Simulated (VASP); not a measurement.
# Al2O3 (R-3c) in VASP: further runs

Al2O3 is run at these levels: PBE; tasks: single point.

All numbers are computed with VASP 6.6.1; they aren't measurements. Logs are shortened: lines on timing, memory, paths and dates and some standing lists are left out, and cuts for length are marked.

## (1) The cell of the first run

The structure is trigonal, space group R-3c (No. 167). The conventional cell has a = 5.049 Å, b = 5.049 Å, c = 13.780 Å, α = 90.00°, β = 90.00°, γ = 120.00°. Al (site symmetry 3) has 6 O at 1.97 to 2.09 Å within 2.6 Å. Within 2.9 Å of O (site symmetry 2) lie 4 Al at 1.97 to 2.09 Å and 8 O at 2.68 to 2.89 Å.

## (2) Single point, PBE (strain +0.050 along x and y, +0.050 along z)

INCAR

```
PREC = Accurate ; ENCUT = 520
EDIFF = 1E-6 ; ISMEAR = 0
SIGMA = 0.05 ; LREAL = F
LASPH = T ; NELM = 80
ALGO = Normal ; ISIF = 2
LWAVE = F ; LCHARG = T
GGA = PE ; LELF = T
LVHAR = T ; NBANDS = 35
```

KPOINTS

```
Automatic mesh
0
Gamma
  6 6 6
```

POSCAR

```
Al2O3
1.0
    2.5245721467      1.4575624084      4.5932069734
   -2.5245721467      1.4575624084      4.5932069734
    0.0000000000     -2.9151248170      4.5932069733
Al O
4 6
Direct
    0.8521479318      0.8521479318      0.8521479318
    0.6478520682      0.6478520682      0.6478520682
    0.1478520682      0.1478520682      0.1478520682
    0.3521479318      0.3521479318      0.3521479318
    0.0561765927      0.4438234073      0.7500000000
    0.7500000000      0.0561765927      0.4438234073
    0.4438234073      0.7500000000      0.0561765927
    0.9438234073      0.5561765927      0.2500000000
    0.2500000000      0.9438234073      0.5561765927
    0.5561765927      0.2500000000      0.9438234073
```

Potentials or basis: VASP PAW PBE potentials, release 64 (Al, O).

Run with:

```
$ cat potpaw_PBE.64/Al/POTCAR potpaw_PBE.64/O/POTCAR > POTCAR
$ mpirun -np 1 vasp_std > vasp.out
```

OUTCAR:

```text
PREC = Accurate
   ENCUT = 520
   EDIFF = 1E-6
   ISMEAR = 0
   LREAL = F
   LASPH = T
   NELM = 80
   ISIF = 2
   GGA = PE

 ion  position               nearest neighbor table
   1  0.852  0.852  0.852-   8 1.97   9 1.97  10 1.97   6 2.09   7 2.09   5 2.09   2 2.82   3 2.96
                             3 2.96   3 2.96
   2  0.648  0.648  0.648-   8 1.97  10 1.97   9 1.97   7 2.09   6 2.09   5 2.09   1 2.82   4 2.96
                             4 2.96   4 2.96
   3  0.148  0.148  0.148-   5 1.97   6 1.97   7 1.97   9 2.09  10 2.09   8 2.09   4 2.82   1 2.96
                             1 2.96   1 2.96
   4  0.352  0.352  0.352-   5 1.97   7 1.97   6 1.97  10 2.09   9 2.09   8 2.09   3 2.82   2 2.96
                             2 2.96   2 2.96
   5  0.056  0.444  0.750-   3 1.97   4 1.97   1 2.09   2 2.09
   6  0.750  0.056  0.444-   3 1.97   4 1.97   1 2.09   2 2.09
   7  0.444  0.750  0.056-   4 1.97   3 1.97   2 2.09   1 2.09
   8  0.944  0.556  0.250-   1 1.97   2 1.97   3 2.09   4 2.09
   9  0.250  0.944  0.556-   1 1.97   2 1.97   3 2.09   4 2.09
  10  0.556  0.250  0.944-   2 1.97   1 1.97   4 2.09   3 2.09

  LATTYP: Found a trigonal (rhomboedric) cell.
 ALAT       =     5.4401749052
 COS(alpha) =     0.5692950700

  Lattice vectors:

 A1 = (   2.5245721467,   1.4575624084,   4.5932069734)
 A2 = (  -2.5245721467,   1.4575624084,   4.5932069734)
 A3 = (   0.0000000000,  -2.9151248170,   4.5932069733)

Analysis of symmetry for initial positions (statically):
=====================================================================
 Subroutine PRICEL returns:
 Original cell was already a primitive cell.

 Routine SETGRP: Setting up the symmetry group for a
 trigonal (rhombohedral) supercell.

 Subroutine GETGRP returns: Found 12 space group operations
 (whereof  6 operations were pure point group operations)
 out of a pool of 12 trial point group operations.

The static configuration has the point symmetry S_6 .
 The point group associated with its full space group is D_3d.

Analysis of symmetry for dynamics (positions and initial velocities):
=====================================================================
 Subroutine PRICEL returns:
 Original cell was already a primitive cell.

 Routine SETGRP: Setting up the symmetry group for a
 trigonal (rhombohedral) supercell.

 Subroutine GETGRP returns: Found 12 space group operations
 (whereof  6 operations were pure point group operations)
 out of a pool of 12 trial point group operations.

The dynamic configuration has the point symmetry S_6 .
 The point group associated with its full space group is D_3d.

 Subroutine INISYM returns: Found 12 space group operations
 (whereof  6 operations are pure point group operations),
 and found     1 'primitive' translations

----------------------------------------------------------------------------------------

                                     Primitive cell

  volume of cell :     101.4103

  direct lattice vectors                    reciprocal lattice vectors
     2.524572147  1.457562408  4.593206973     0.198053361  0.114346162  0.072570937
    -2.524572147  1.457562408  4.593206973    -0.198053361  0.114346162  0.072570937
     0.000000000 -2.915124817  4.593206973     0.000000000 -0.228692323  0.072570937

  length of vectors
     5.440174905  5.440174905  5.440174905     0.239930656  0.239930656  0.239930656

  position of ions in fractional coordinates (direct lattice)
     0.852147932  0.852147932  0.852147932
     0.647852068  0.647852068  0.647852068
     0.147852068  0.147852068  0.147852068
     0.352147932  0.352147932  0.352147932
     0.056176593  0.443823407  0.750000000
     0.750000000  0.056176593  0.443823407
     0.443823407  0.750000000  0.056176593
     0.943823407  0.556176593  0.250000000
     0.250000000  0.943823407  0.556176593
     0.556176593  0.250000000  0.943823407

  ion indices of the primitive-cell ions
   primitive index   ion index
                 1           1
                 2           2
                 3           3
                 4           4
                 5           5
                 6           6
                 7           7
                 8           8
                 9           9
                10          10

----------------------------------------------------------------------------------------

 KPOINTS: Automatic mesh

Automatic generation of k-mesh.
 Grid dimensions read from file:
 generate k-points for:    6    6    6

 Generating k-lattice:

  Cartesian coordinates                     Fractional coordinates (reciprocal lattice)
     0.033008894  0.019057694  0.012095156     0.166666667  0.000000000  0.000000000
    -0.033008894  0.019057694  0.012095156     0.000000000  0.166666667  0.000000000
     0.000000000 -0.038115387  0.012095156     0.000000000  0.000000000  0.166666667

  Length of vectors
     0.039988443  0.039988443  0.039988443

  Shift w.r.t. Gamma in fractional coordinates (k-lattice)
     0.000000000  0.000000000  0.000000000

 Subroutine IBZKPT returns following result:
 ===========================================

 Found     32 irreducible k-points:

 Following reciprocal coordinates:
            Coordinates               Weight
  0.000000  0.000000  0.000000      1.000000
  0.166667  0.000000 -0.000000      6.000000
  0.333333  0.000000  0.000000      6.000000
  0.500000 -0.000000  0.000000      3.000000
  0.166667  0.166667 -0.000000      6.000000
  0.333333  0.166667  0.000000     12.000000
[... 16 lines left out ...]
  0.500000  0.500000  0.166667      6.000000
 -0.333333  0.500000  0.166667     12.000000
 [... further k-points ...]
   k-points           NKPTS =     32   k-points in BZ     NKDIM =     32   number of bands    NBANDS=     35
   number of dos      NEDOS =    301   number of ions     NIONS =     10
   total plane-waves  NPLWV =  64000
   dimension x,y,z NGX =    40 NGY =   40 NGZ =   40
   dimension x,y,z NGXF=    80 NGYF=   80 NGZF=   80
   ions per type =               4   6
   NGX,Y,Z   is equivalent  to a cutoff of  12.22, 12.22, 12.22 a.u.
   NGXF,Y,Z  is equivalent  to a cutoff of  24.45, 24.45, 24.45 a.u.
 SYSTEM =  unknown system
   PREC   = accura    normal or accurate (medium, high low for compatibility)
   ISTART =      0    job   : 0-new  1-cont  2-samecut
   ICHARG =      2    charge: 1-file 2-atom 10-const
   ISPIN  =      1    spin polarized calculation?
   LNONCOLLINEAR =      F non collinear calculations
   LSORBIT =      F    spin-orbit coupling
   LASPH  =      T    aspherical Exc in radial PAW
   ENCUT  =  520.0 eV  38.22 Ry    6.18 a.u.  10.12 10.12 10.12*2*pi/ulx,y,z
   NELM   =     80;   NELMIN=  2; NELMDL= -5     # of ELM steps
   EDIFF  = 0.1E-05   stopping-criterion for ELM
   LREAL  =      F    real-space projection
   EDIFFG = 0.1E-04   stopping-criterion for IOM
   NSW    =      0    number of steps for IOM
   IBRION =     -1    ionic relax: 0-MD 1-quasi-New 2-CG
   NFREE  =      0    steps in history (QN), initial steepest desc. (CG)
   ISIF   =      2    stress and relaxation
   ISYM   =      2    0-nonsym 1-usesym 2-fastsym
   POTIM  = 0.5000    time-step for ionic-motion
   TEBEG  =    0.0;   TEEND  =   0.0 temperature during run
   PSTRESS=    0.0 pullay stress
   NELECT =      48.0000    total number of electrons
   NUPDOWN=      -1.0000    fix difference up-down
   EMIN   =  10.00;   EMAX   =-10.00  energy-range for DOS
   EFERMI =   0.00;   METHOD = LEGACY
   ISMEAR =     0;   SIGMA  =   0.05  broadening in eV -4-tet -1-fermi 0-gaus
   EFERMI_NEDOS =   21; number of points for ismear=-14 and -15
   IALGO  =     38    algorithm
   IMIX   =      4    mixing-type and parameters
     AMIX     =   0.40;   BMIX     =  1.00
     AMIX_MAG =   1.60;   BMIX_MAG =  1.00
  volume/ion in A,a.u.               =      10.14        68.44
  Fermi-wavevector in a.u.,A,eV,Ry     =   1.275835  2.410979 22.146950  1.627755
  Thomas-Fermi vector in A             =   2.408525
   LORBIT       =      0    0 simple, 1 ext, 2 COOP (PROOUT), +10 PAW based schemes
   GGA     = PE    functional components
   LHFCALC =     F    Hartree Fock is set to
   AEXX    =    0.0000 exact exchange contribution
   IVDW    =     0    specifies the selected vdW correction
   LEPSILON=     F    determine dielectric tensor
   LRPA    =     F    only Hartree local field effects (RPA)
 non-spin polarized calculation
 Gauss-broadening in eV      SIGMA  =   0.05
  energy-cutoff  :      520.00
  volume of cell :      101.41
 maximum number of plane-waves:      2753
   NGX = 21   NGY = 21   NGZ = 21

 number of electron      48.0000002 magnetization

 Free energy of the ion-electron system (eV)
  ---------------------------------------------------
  ext. energy  EPLUGINS =         0.00000000
  ---------------------------------------------------
  free energy    TOTEN  =       -73.59461956 eV

  energy without entropy =      -73.59461956  energy(sigma->0) =      -73.59461956

 E-fermi :   4.5533     XC(G=0): -10.8430

 val. band max:        4.3023435308   @ k =  -0.1667   0.1667   0.0000
 cond. band min:       8.4361900018   @ k =   0.0000   0.0000   0.0000
 fundamental gap:      4.1338464710
 Fermi energy:         4.5533325784

 k-point     1 :       0.0000    0.0000    0.0000
  band No.  band energies     occupation
      1     -13.7170      2.00000
      2     -12.0013      2.00000
      3     -11.8110      2.00000
      4     -11.8110      2.00000
      5     -11.5625      2.00000
      6     -11.5625      2.00000
[... 27 lines left out ...]
     34      15.6216      0.00000
     35      16.9308      0.00000

 k-point     2 :       0.1667    0.0000   -0.0000
  band No.  band energies     occupation
      1     -13.6064      2.00000
      2     -12.0521      2.00000
      3     -11.8621      2.00000
      4     -11.8279      2.00000
      5     -11.6125      2.00000
      6     -11.5714      2.00000
[... 27 lines left out ...]
     34      16.0375      0.00000
     35      16.7558      0.00000

 k-point     3 :       0.3333    0.0000    0.0000
  band No.  band energies     occupation
      1     -13.2951      2.00000
      2     -12.3756      2.00000
      3     -11.8428      2.00000
      4     -11.8165      2.00000
      5     -11.7182      2.00000
      6     -11.6186      2.00000
[... 27 lines left out ...]
     34      16.2865      0.00000
     35      16.4687      0.00000

 k-point     4 :       0.5000   -0.0000    0.0000
  band No.  band energies     occupation
      1     -12.8469      2.00000
      2     -12.8469      2.00000
      3     -11.8089      2.00000
      4     -11.8089      2.00000
      5     -11.7116      2.00000
      6     -11.7116      2.00000
[... 27 lines left out ...]
     34      15.9692      0.00000
     35      16.5019      0.00000

 k-point     5 :       0.1667    0.1667   -0.0000
  band No.  band energies     occupation
      1     -13.5764      2.00000
      2     -12.0561      2.00000
      3     -11.8891      2.00000
      4     -11.8230      2.00000
      5     -11.6574      2.00000
      6     -11.5529      2.00000
[... 638 lines left out ...]
 k-point    22 :      -0.1667    0.3333    0.1667
  band No.  band energies     occupation
      1     -13.0512      2.00000
      2     -12.3647      2.00000
      3     -12.0693      2.00000
      4     -11.9532      2.00000
      5     -11.7231      2.00000
      6     -11.6051      2.00000
[... 27 lines left out ...]
     34      16.1399      0.00000
     35      16.5550      0.00000

 k-point    23 :       0.5000    0.5000    0.1667
  band No.  band energies     occupation
      1     -12.9388      2.00000
      2     -12.4220      2.00000
      3     -12.1633      2.00000
      4     -12.0093      2.00000
      5     -11.7375      2.00000
      6     -11.5332      2.00000
[... 27 lines left out ...]
     34      16.4418      0.00000
     35      16.6396      0.00000

 k-point    24 :      -0.3333    0.5000    0.1667
  band No.  band energies     occupation
      1     -12.7334      2.00000
      2     -12.4588      2.00000
      3     -12.2685      2.00000
      4     -12.1176      2.00000
      5     -11.7021      2.00000
      6     -11.5538      2.00000
[... 27 lines left out ...]
     34      16.3338      0.00000
     35      16.5434      0.00000

 [... further k-points ...]

------------------------ aborting loop because EDIFF is reached ----------------------------------------

  FORCE on cell =-STRESS in cart. coord.  units (eV):
  Direction    XX          YY          ZZ          XY          YZ          ZX
  --------------------------------------------------------------------------------------
  -------------------------------------------------------------------------------------
  Total      -16.3625739    -16.3625739    -15.2048686      0.0000000     -0.0000000     -0.0000000
  in kB     -258.5115747   -258.5115747   -240.2210399      0.0000000     -0.0000000     -0.0000000
  external PRESSURE =    -252.4147297 kB  Pullay stress =       0.0000000 kB

 VOLUME and BASIS-vectors are now :
 -----------------------------------------------------------------------------
  energy-cutoff  :      520.00
  volume of cell :      101.41
      direct lattice vectors                 reciprocal lattice vectors
     2.524572147  1.457562408  4.593206973     0.198053361  0.114346162  0.072570937
    -2.524572147  1.457562408  4.593206973    -0.198053361  0.114346162  0.072570937
     0.000000000 -2.915124817  4.593206973     0.000000000 -0.228692323  0.072570937

 POSITION                                       TOTAL-FORCE (eV/Angst)
 -----------------------------------------------------------------------------------
      0.00000     -0.00000     11.74228         0.000000     -0.000000      0.053661
      0.00000     -0.00000      8.92716         0.000000      0.000000     -0.053661
      0.00000     -0.00000      2.03735         0.000000      0.000000     -0.053661
      0.00000     -0.00000      4.85247         0.000000     -0.000000      0.053661
     -0.97864     -1.45756      5.74151        -0.123425      0.000000     -0.000000
      1.75161     -0.11875      5.74151         0.061713     -0.106889     -0.000000
     -0.77296      1.57631      5.74151         0.061713      0.106889      0.000000
      0.97864      1.45756      8.03811         0.123425     -0.000000     -0.000000
     -1.75161      0.11875      8.03811        -0.061713      0.106889      0.000000
      0.77296     -1.57631      8.03811        -0.061713     -0.106889     -0.000000
 -----------------------------------------------------------------------------------
    total drift:                               -0.000000     -0.000000     -0.000000

  FREE ENERGIE OF THE ION-ELECTRON SYSTEM (eV)
  ---------------------------------------------------
  free  energy   TOTEN  =       -73.5946195583 eV

  energy  without entropy=      -73.5946195583  energy(sigma->0) =      -73.59461956
```

Wall time 84 s (1 thread of Intel Xeon 6975P-C (Granite Rapids), shared host); peak memory 0.27 GiB.

What came out:

```yaml
Free_energy: -73.5946 eV
Pressure: -25.2 GPa
Largest_force: 0.123 eV/Å
Band_gap_on_the_k_mesh: 4.13 eV (least direct gap 4.14 eV)
```

Forces in eV/Å, atoms in the order of the input:
```
Al   0.000  0.000  0.054
Al   0.000  0.000 -0.054
Al   0.000  0.000 -0.054
Al   0.000  0.000  0.054
O   -0.123  0.000  0.000
O    0.062 -0.107  0.000
O    0.062  0.107  0.000
O    0.123  0.000  0.000
O   -0.062  0.107  0.000
O   -0.062 -0.107  0.000
```

Stress tensor (GPa, compression positive):
```
-25.85   0.00   0.00
  0.00 -25.85   0.00
  0.00   0.00 -24.02
```

Caveat: the cell differs from its parent crystal (strain +0.050 along x and y, +0.050 along z); the cell stands under tension. A k mesh can miss the band edges.

[end of part 1 of 2]
